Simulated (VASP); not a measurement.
# Rb (Fm-3m) in VASP: a series of runs

The runs below take Rb through single point, with PBE+D3(BJ), PBE.

All numbers are computed with VASP 6.6.1; they aren't measurements. Logs are shortened: lines on timing, memory, paths and dates and some standing lists are left out, and cuts for length are marked.

### Step 1. The cell of the first run

The structure is cubic, space group Fm-3m (No. 225). The conventional cell has a = 7.280 Å, b = 7.280 Å, c = 7.280 Å, α = 90.00°, β = 90.00°, γ = 90.00°.

### Step 2. Single point, PBE+D3(BJ), collinear spin, ferromagnetic start

INCAR reads:

```
SYSTEM = Rb
PREC = Accurate ; ENCUT = 520
EDIFF = 1E-6 ; ISMEAR = 0
SIGMA = 0.1 ; LREAL = .False.
LASPH = .True. ; NELM = 150
ALGO = Normal ; ISIF = 2
LWAVE = .False. ; LCHARG = .True.
ISPIN = 2 ; MAGMOM = 0.52
LORBIT = 11 ; NUPDOWN = 1.0
GGA = PE ; IVDW = 12
LELF = .True. ; LVHAR = .True.
ISYM = 0 ; NBANDS = 14
```

KPOINTS reads:

```
Automatic mesh
0
Gamma
  2 2 2
  0.5 0.5 0
```

POSCAR reads:

```
Rb
1.0
    0.0000000000      3.6398846700      3.6398846700
    3.6398846700      0.0000000000      3.6398846700
    3.6398846700      3.6398846700      0.0000000000
Rb
1
Direct
    0.1940000000      0.6440000000      0.6850000000
```

Potentials or basis: VASP PAW PBE potentials, release 64 (Rb_sv).

Started as:

```sh
$ cat potpaw_PBE.64/Rb_sv/POTCAR > POTCAR
$ mpirun -np 1 vasp_std > vasp.out
```

OUTCAR:

```text
SYSTEM = Rb
   PREC = Accurate
   ENCUT = 520
   EDIFF = 1E-6
   ISMEAR = 0
   LREAL = .False.
   LASPH = .True.
   NELM = 150
   ISIF = 2
   ISPIN = 2
   LORBIT = 11
   NUPDOWN = 1.0
   GGA = PE
   IVDW = 12
   ISYM = 0
 IVDW          = 12

 ion  position               nearest neighbor table
   1  0.194  0.644  0.685-

IMPORTANT INFORMATION: All symmetrisations will be switched off!
NOSYMM: (Re-)initialisation of all symmetry stuff for point group C_1.

----------------------------------------------------------------------------------------

                                     Primitive cell

  volume of cell :      96.4479

  direct lattice vectors                    reciprocal lattice vectors
     0.000000000  3.639884670  3.639884670    -0.137366990  0.137366990  0.137366990
     3.639884670  0.000000000  3.639884670     0.137366990 -0.137366990  0.137366990
     3.639884670  3.639884670  0.000000000     0.137366990  0.137366990 -0.137366990

  length of vectors
     5.147574266  5.147574266  5.147574266     0.237926605  0.237926605  0.237926605

  position of ions in fractional coordinates (direct lattice)
     0.194000000  0.644000000  0.685000000

  ion indices of the primitive-cell ions
   primitive index   ion index
                 1           1

----------------------------------------------------------------------------------------

 KPOINTS: Automatic mesh

Automatic generation of k-mesh.
 Grid dimensions read from file:
 generate k-points for:    2    2    2

 Generating k-lattice:

  Cartesian coordinates                     Fractional coordinates (reciprocal lattice)
    -0.068683495  0.068683495  0.068683495     0.500000000  0.000000000  0.000000000
     0.068683495 -0.068683495  0.068683495     0.000000000  0.500000000  0.000000000
     0.068683495  0.068683495 -0.068683495     0.000000000  0.000000000  0.500000000

  Length of vectors
     0.118963303  0.118963303  0.118963303

  Shift w.r.t. Gamma in fractional coordinates (k-lattice)
     0.500000000  0.500000000  0.000000000

 Subroutine IBZKPT returns following result:
 ===========================================

 Found     12 irreducible k-points:

 Following reciprocal coordinates:
            Coordinates               Weight
  0.250000  0.250000  0.000000      2.000000
  0.000000  0.250000  0.250000      2.000000
  0.250000  0.000000  0.250000      2.000000
 -0.250000  0.250000  0.000000      2.000000
  0.000000 -0.250000  0.250000      2.000000
  0.250000  0.000000 -0.250000      2.000000
  0.250000  0.250000  0.500000      2.000000
 -0.250000  0.500000 -0.250000      2.000000
  0.500000 -0.250000 -0.250000      2.000000
 -0.250000  0.250000  0.500000      2.000000
  0.500000 -0.250000  0.250000      2.000000
  0.250000  0.500000 -0.250000      2.000000
   k-points           NKPTS =     12   k-points in BZ     NKDIM =     12   number of bands    NBANDS=     14
   number of dos      NEDOS =    301   number of ions     NIONS =      1
   total plane-waves  NPLWV =  64000
   dimension x,y,z NGX =    40 NGY =   40 NGZ =   40
   dimension x,y,z NGXF=    80 NGYF=   80 NGZF=   80
   ions per type =               1
   NGX,Y,Z   is equivalent  to a cutoff of  12.92, 12.92, 12.92 a.u.
   NGXF,Y,Z  is equivalent  to a cutoff of  25.84, 25.84, 25.84 a.u.
 SYSTEM =  Rb
   PREC   = accura    normal or accurate (medium, high low for compatibility)
   ISTART =      0    job   : 0-new  1-cont  2-samecut
   ICHARG =      2    charge: 1-file 2-atom 10-const
   ISPIN  =      2    spin polarized calculation?
   LNONCOLLINEAR =      F non collinear calculations
   LSORBIT =      F    spin-orbit coupling
   LASPH  =      T    aspherical Exc in radial PAW
   ENCUT  =  520.0 eV  38.22 Ry    6.18 a.u.   9.57  9.57  9.57*2*pi/ulx,y,z
   NELM   =    150;   NELMIN=  2; NELMDL= -5     # of ELM steps
   EDIFF  = 0.1E-05   stopping-criterion for ELM
   LREAL  =      F    real-space projection
   EDIFFG = 0.1E-04   stopping-criterion for IOM
   NSW    =      0    number of steps for IOM
   IBRION =     -1    ionic relax: 0-MD 1-quasi-New 2-CG
   NFREE  =      0    steps in history (QN), initial steepest desc. (CG)
   ISIF   =      2    stress and relaxation
   ISYM   =      0    0-nonsym 1-usesym 2-fastsym
   POTIM  = 0.5000    time-step for ionic-motion
   TEBEG  =    0.0;   TEEND  =   0.0 temperature during run
   PSTRESS=    0.0 pullay stress
   NELECT =       9.0000    total number of electrons
   NUPDOWN=       1.0000    fix difference up-down
   EMIN   =  10.00;   EMAX   =-10.00  energy-range for DOS
   EFERMI =   0.00;   METHOD = LEGACY
   ISMEAR =     0;   SIGMA  =   0.10  broadening in eV -4-tet -1-fermi 0-gaus
   EFERMI_NEDOS =   21; number of points for ismear=-14 and -15
   IALGO  =     38    algorithm
   IMIX   =      4    mixing-type and parameters
     AMIX     =   0.40;   BMIX     =  1.00
     AMIX_MAG =   1.60;   BMIX_MAG =  1.00
  volume/ion in A,a.u.               =      96.45       650.86
  Fermi-wavevector in a.u.,A,eV,Ry     =   0.742548  1.403213  7.501953  0.551378
  Thomas-Fermi vector in A             =   1.837453
   LORBIT       =     11    0 simple, 1 ext, 2 COOP (PROOUT), +10 PAW based schemes
   GGA     = PE    functional components
   LHFCALC =     F    Hartree Fock is set to
   AEXX    =    0.0000 exact exchange contribution
   IVDW    =    12    specifies the selected vdW correction
   LEPSILON=     F    determine dielectric tensor
   LRPA    =     F    only Hartree local field effects (RPA)
 spin polarized calculation
 Gauss-broadening in eV      SIGMA  =   0.10
  energy-cutoff  :      520.00
  volume of cell :       96.45
 maximum number of plane-waves:      2610
 NGX is ok and might be reduce to    40
   NGX = 19   NGY = 19   NGZ = 19

 number of electron       9.0000000 magnetization       1.0000033

 Free energy of the ion-electron system (eV)
  ---------------------------------------------------
  ext. energy  EPLUGINS =         0.00000000
  ---------------------------------------------------
  free energy    TOTEN  =        -0.54795054 eV

  energy without entropy =       -0.54784984  energy(sigma->0) =       -0.54790019

 E-fermi : -12.5893     XC(G=0):  -5.5471

 val. band max:        0.6070324937   @ k =   0.5000  -0.2500   0.2500
 cond. band min:      -1.3016370148   @ k =   0.2500   0.0000   0.2500
 fundamental gap:     -1.9086695085
 Fermi energy:         0.8299365238

 spin component 1

 k-point     1 :       0.2500    0.2500    0.0000
  band No.  band energies     occupation
      1     -29.1406      1.00000
      2     -13.2312      1.00000
      3     -13.2075      1.00000
      4     -13.2075      1.00000
      5      -1.5364      1.00000
      6       2.0751      0.00000
      7       2.5778      0.00000
      8       3.3738      0.00000
      9       3.3738      0.00000
     10       4.9318      0.00000
     11       6.1192      0.00000
     12       6.8182      0.00000
     13       6.8182      0.00000
     14       7.4128      0.00000

 k-point     2 :       0.0000    0.2500    0.2500
  band No.  band energies     occupation
      1     -29.1406      1.00000
      2     -13.2312      1.00000
      3     -13.2075      1.00000
      4     -13.2075      1.00000
      5      -1.5364      1.00000
      6       2.0751      0.00000
      7       2.5778      0.00000
      8       3.3738      0.00000
      9       3.3738      0.00000
     10       4.9318      0.00000
[... 158 lines left out ...]
 k-point    12 :       0.2500    0.5000   -0.2500
  band No.  band energies     occupation
      1     -29.1387      1.00000
      2     -13.2445      1.00000
      3     -13.2445      1.00000
      4     -13.2226      1.00000
      5       0.6070      0.99919
      6       1.0668      0.00040
      7       1.0668      0.00040
      8       1.9871      0.00000
      9       4.9719      0.00000
     10       4.9719      0.00000
     11       5.1030      0.00000
     12       5.8069      0.00000
     13       6.8029      0.00000
     14       8.4963      0.00000
 Fermi energy:       -12.5893390645

 spin component 2

 k-point     1 :       0.2500    0.2500    0.0000
  band No.  band energies     occupation
      1     -29.0697      1.00000
      2     -13.1467      1.00000
      3     -13.1229      1.00000
      4     -13.1229      1.00000
      5      -1.3016      0.00000
      6       2.1357      0.00000
      7       2.8696      0.00000
      8       3.4719      0.00000
      9       3.4719      0.00000
     10       5.0170      0.00000
     11       6.3131      0.00000
     12       6.9977      0.00000
     13       6.9977      0.00000
     14       7.7793      0.00000

 k-point     2 :       0.0000    0.2500    0.2500
  band No.  band energies     occupation
      1     -29.0697      1.00000
      2     -13.1467      1.00000
      3     -13.1229      1.00000
      4     -13.1229      1.00000
      5      -1.3016      0.00000
      6       2.1357      0.00000
      7       2.8696      0.00000
      8       3.4719      0.00000
      9       3.4719      0.00000
     10       5.0170      0.00000
[... 158 lines left out ...]
 k-point    12 :       0.2500    0.5000   -0.2500
  band No.  band energies     occupation
      1     -29.0678      1.00000
      2     -13.1603      1.00000
      3     -13.1603      1.00000
      4     -13.1380      1.00000
      5       1.0974      0.00000
      6       1.1913      0.00000
      7       1.1913      0.00000
      8       2.0770      0.00000
      9       5.0523      0.00000
     10       5.0523      0.00000
     11       5.1983      0.00000
     12       5.8233      0.00000
     13       6.8808      0.00000
     14       8.9758      0.00000

------------------------ aborting loop because EDIFF is reached ----------------------------------------

 Edisp (eV)   -0.09570

 E8    (eV) :    -0.0550

  FORCE on cell =-STRESS in cart. coord.  units (eV):
  Direction    XX          YY          ZZ          XY          YZ          ZX
  --------------------------------------------------------------------------------------
  -------------------------------------------------------------------------------------
  Total      -0.16860    -0.16860    -0.16860     0.00000    -0.00000    -0.00000
  in kB      -2.80076    -2.80076    -2.80080     0.00004    -0.00005    -0.00005
  external pressure =       -2.80 kB  Pullay stress =        0.00 kB

 VOLUME and BASIS-vectors are now :
 -----------------------------------------------------------------------------
  energy-cutoff  :      520.00
  volume of cell :       96.45
      direct lattice vectors                 reciprocal lattice vectors
     0.000000000  3.639884670  3.639884670    -0.137366990  0.137366990  0.137366990
     3.639884670  0.000000000  3.639884670     0.137366990 -0.137366990  0.137366990
     3.639884670  3.639884670  0.000000000     0.137366990  0.137366990 -0.137366990

 POSITION                                       TOTAL-FORCE (eV/Angst)
 -----------------------------------------------------------------------------------
      4.83741      3.19946      3.05022        -0.000002     -0.000002     -0.000000
 -----------------------------------------------------------------------------------
    total drift:                               -0.000002     -0.000002     -0.000000

  FREE ENERGIE OF THE ION-ELECTRON SYSTEM (eV)
  ---------------------------------------------------
  free  energy   TOTEN  =        -0.6436495501 eV

  energy  without entropy=       -0.6435488409  energy(sigma->0) =       -0.64359920

 total charge

# of ion       s       p       d       tot
------------------------------------------
    1        1.950   5.330   0.016   7.296

 magnetization (x)

# of ion       s       p       d       tot
------------------------------------------
    1        0.023   0.023   0.016   0.062
```

Run time: 42 s. Hardware: 1 thread of Intel Xeon Platinum 8259CL at 2.50GHz (Skylake/Cascade Lake), shared host; peak memory 0.29 GiB.

Results:

| Quantity | Value |
| --- | --- |
| Free energy | -0.6436 eV |
| Pressure | -0.3 GPa |
| Net moment | 1.00 μB per cell |
| Site moments | Rb +0.06 μB |
| Valence electrons inside the program's atomic spheres | Rb 7.30 |
| Dispersion energy per atom | -0.096 eV |

Caveat: the k points lie up to 0.75 Å⁻¹ apart; the total moment is fixed, so each spin has its own Fermi level.

[end of part 1 of 2]
